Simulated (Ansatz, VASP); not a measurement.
**Two plane-wave programs on C17O**

```
C O
1.0
     4.92989    0.00000    0.00000
    -0.00815    4.41330    0.00000
     0.00000    0.00000   23.66503
C O
17 1
Direct
  0.37457 0.74054 0.16903
  0.87457 0.74054 0.16903
  0.12440 0.63660 0.19201
  0.62440 0.63660 0.19201
  0.12405 0.42910 0.23805
  0.62405 0.42910 0.23805
  0.37388 0.32516 0.26103
  0.87388 0.32516 0.26103
  0.37353 0.11265 0.30707
  0.87353 0.11265 0.30707
  0.12336 0.00729 0.32900
  0.62336 0.00729 0.32900
  0.12299 0.78105 0.37481
  0.62299 0.78105 0.37481
  0.37283 0.68268 0.39362
  0.87283 0.68268 0.39362
  0.62283 0.43268 0.57744
  0.62283 0.43268 0.52884
```

Alike in both runs: task single point; functional PBE; dispersion D3(BJ); k mesh 6 × 6 × 1; occupations gaussian, width 0.05 eV; no spin polarisation.

|  | VASP | Ansatz |
| --- | --- | --- |
| version | VASP 6.6.1 | Ansatz 0.2.0 |
| potentials or method | VASP PAW PBE potentials, release 64 (C, O), cutoff 520 eV | scalar-relativistic, plane waves, PAW |
| valence electrons in the cell | 74 | 74 |

Ansatz gave:

```
gap on the k mesh at the Fermi level (eV) : none
rms of the force components (eV/Å)        : 0.789
```

**Question.** Estimate VASP's values.

**Answer.** gap on the k mesh at the Fermi level (eV): none; rms of the force components (eV/Å): 0.738.

A gap of «none» marks a metal or a gap that the smearing closes. Ansatz's warnings: xc potential rough in thin density.

Noted on VASP's run: the standard files for N, O and F lose accuracy on very short bonds.
